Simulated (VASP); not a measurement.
Here is a VASP 6.6.1 calculation.

INCAR

```
ALGO = Normal ; EDIFF = 1E-6
ENCUT = 520 ; GGA = PE
ISIF = 2 ; ISMEAR = 0
LASPH = True ; LCHARG = False
LREAL = False ; LWAVE = False
NBANDS = 13 ; NELM = 80
PREC = Accurate ; SIGMA = 0.1
```

The input KPOINTS:

```
k-points
0
Gamma
  18 18 18
```

The input POSCAR:

```
Mo
1.0
   -1.5843435276      1.5843435276      1.5843435276
    1.5843435276     -1.5843435276      1.5843435276
    1.5843435276      1.5843435276     -1.5843435276
Mo
1
Direct
    0.0000000000      0.0000000000      0.0000000000
```

Potentials or basis: VASP PAW PBE potentials, release 64 (Mo_sv).

The run is started by

```console
$ cat potpaw_PBE.64/Mo_sv/POTCAR > POTCAR
$ mpirun -np 1 vasp_std > vasp.out
```

(1) Predict the pressure.

(2) What does it give for the band gap on the k mesh?

Answers

(1) -1.5 GPa.

(2) zero (band 7 reaches 16.19 eV, above the bottom of band 8 at 10.98 eV).
